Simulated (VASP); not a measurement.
Write the native input for VASP 6.6.1 that does the following.

- Task: single point
- Functional: PBEsol
- Potentials or basis: VASP PAW PBE potentials, release 64 (V_sv)
- Cutoff: 520 eV
- k mesh: 24 × 24 × 24
- Occupations: fermi-dirac, width 0.1 eV
- Spin: no spin polarisation
- Dipole correction: no
- Further INCAR settings: ALGO = Normal; EDIFF = 1e-06; NBANDS = 12

The structure of V lies in POSCAR:

```
V
1.0
   -1.5368615550      1.5368615550      1.5368615550
    1.5368615550     -1.5368615550      1.5368615550
    1.5368615550      1.5368615550     -1.5368615550
V
1
Direct
    0.0000000000      0.0000000000      0.0000000000
```

This cell differs from its parent crystal: volume scaled by 1.12.

These files were run (other wordings do the same):

INCAR

```
SYSTEM = V
PREC     = Accurate       ! precision mode
ENCUT    = 520            ! plane-wave cutoff, eV
EDIFF    = 1E-6           ! SCF threshold, eV
ISMEAR   = -1             ! smearing method
SIGMA    = 0.1            ! smearing width, eV
LREAL    = .False.        ! projectors in reciprocal space
LASPH    = .True.         ! aspherical terms in the spheres
NELM     = 80             ! most SCF steps
ALGO     = Normal         ! electronic algorithm
ISIF     = 2              ! what is computed and relaxed
LWAVE    = .False.        ! write WAVECAR
LCHARG   = .False.        ! write CHGCAR
GGA      = PS             ! functional
NBANDS   = 12             ! bands
```

KPOINTS

```
regular mesh
0
Gamma
  24 24 24
  0 0 0
```

Potentials or basis: VASP PAW PBE potentials, release 64 (V_sv).

The run is started by

```bash
$ cat potpaw_PBE.64/V_sv/POTCAR > POTCAR
$ mpirun -np 1 vasp_std > vasp.out
```

It gave:

| Quantity | Value |
| --- | --- |
| Pressure | -17.6 GPa |

Caveat: the PAW data sets were made with another functional, which shifts forces and pressure a little.

Run time: 44 s on 1 thread of Intel(R) Xeon(R) Platinum 8259CL CPU @ 2.50GHz (Skylake/Cascade Lake), on a shared host, peak memory 0.18 GiB.
